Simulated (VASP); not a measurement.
Set up this calculation in VASP 6.6.1, as the native input.

- Task: single point
- Functional: PBEsol
- Potentials or basis: VASP PAW PBE potentials, release 64 (S, Mg)
- Cutoff: 520 eV
- k mesh: 8 × 8 × 8
- Occupations: fermi-dirac, width 0.05 eV
- Spin: no spin polarisation
- Dipole correction: no
- Further INCAR settings: ALGO = Normal; EDIFF = 1e-07; NBANDS = 11

The structure of MgS lies in POSCAR:

```
MgS
1.0
    0.0000000000      2.6246733881      2.6246733881
    2.6246733881      0.0000000000      2.6246733881
    2.6246733881      2.6246733881      0.0000000000
S Mg
1 1
Direct
    0.2500000000      0.2500000000      0.2500000000
    0.0000000000      0.0000000000      0.0000000000
```

One way to write it, as run:

INCAR

```
SYSTEM = MgS
PREC     = Accurate       ! precision mode
ENCUT    = 520            ! plane-wave cutoff, eV
EDIFF    = 1E-7           ! SCF threshold, eV
ISMEAR   = -1             ! smearing method
SIGMA    = 0.05           ! smearing width, eV
LREAL    = .FALSE.        ! projectors in reciprocal space
LASPH    = .TRUE.         ! aspherical terms in the spheres
NELM     = 60             ! most SCF steps
ALGO     = Normal         ! electronic algorithm
ISIF     = 2              ! what is computed and relaxed
LWAVE    = .FALSE.        ! write WAVECAR
LCHARG   = .FALSE.        ! write CHGCAR
GGA      = PS             ! functional
NBANDS   = 11             ! bands
```

KPOINTS

```
regular mesh
0
G
  8 8 8
  0 0 0
```

Potentials or basis: VASP PAW PBE potentials, release 64 (S, Mg).

Run with:

```bash
$ cat potpaw_PBE.64/S/POTCAR potpaw_PBE.64/Mg/POTCAR > POTCAR
$ mpirun -np 1 vasp_std > vasp.out
```

Results of the run:

| Property | Result |
| --- | --- |
| Pressure | 20.1 GPa |
| Band gap on the k mesh | 3.42 eV, indirect (least direct gap 4.51 eV) |

Caveat: the PAW data sets were made with another functional, which shifts forces and pressure a little.

It took 7.9 s on 1 thread of Intel(R) Xeon(R) Platinum 8559C (Emerald Rapids) (shared host), peak memory 0.15 GiB.
